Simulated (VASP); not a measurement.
Pt: single point with PBEsol

Pt:

```
CELL_PARAMETERS angstrom
2.70658 -0.00638 0.00240
-1.35888 2.31180 0.00501
0.00392 0.01112 4.85379
ATOMIC_POSITIONS crystal
Pt 0.72835 0.30792 0.73308
Pt 0.25470 0.73234 0.22607
```

```json
{"Program": "VASP 6.6.1", "Task": "single point", "Functional": "PBEsol", "Potentials or basis": "VASP PAW PBE potentials, release 64 (Pt)", "Cutoff": "520 eV", "k mesh": "7 × 7 × 4", "Occupations": "methfessel-paxton, width 0.1 eV", "Spin": "no spin polarisation"}
```

* Pressure: 1.2 GPa
* Largest force: 0.475 eV/Å
* Band gap on the k mesh: zero (band 10 reaches 11.40 eV, above the bottom of band 11 at 9.87 eV)

Forces in eV/Å, atoms in the order of the input:
```
Pt   0.087 -0.239 -0.402
Pt  -0.087  0.239  0.402
```

Stress tensor (GPa, compression positive):
```
 1.12 -0.24  0.13
-0.24  3.56 -0.21
 0.13 -0.21 -1.08
```

Levels at points of the mesh, in eV from the Fermi level:
| k point | band 8 | band 9 | band 10 | band 11 | band 12 | band 13 |
| --- | --- | --- | --- | --- | --- | --- |
| (0.00, 0.00, 0.00) | -2.47 | -1.32 | -1.30 | -0.61 | 0.36 | 4.52 |
| (0.00, 0.00, 0.50) | -3.52 | -1.29 | -1.05 | -0.93 | -0.88 | 10.80 |

It took 21 s on 1 thread of Intel(R) Xeon(R) Platinum 8488C (Sapphire Rapids), with other jobs on the host, peak memory 0.17 GiB.

Caveat: the k points lie up to 0.39 Å⁻¹ apart; the PAW data sets were made with another functional, which shifts forces and pressure a little; spin-orbit coupling is left out, which moves the levels of the heavy elements.
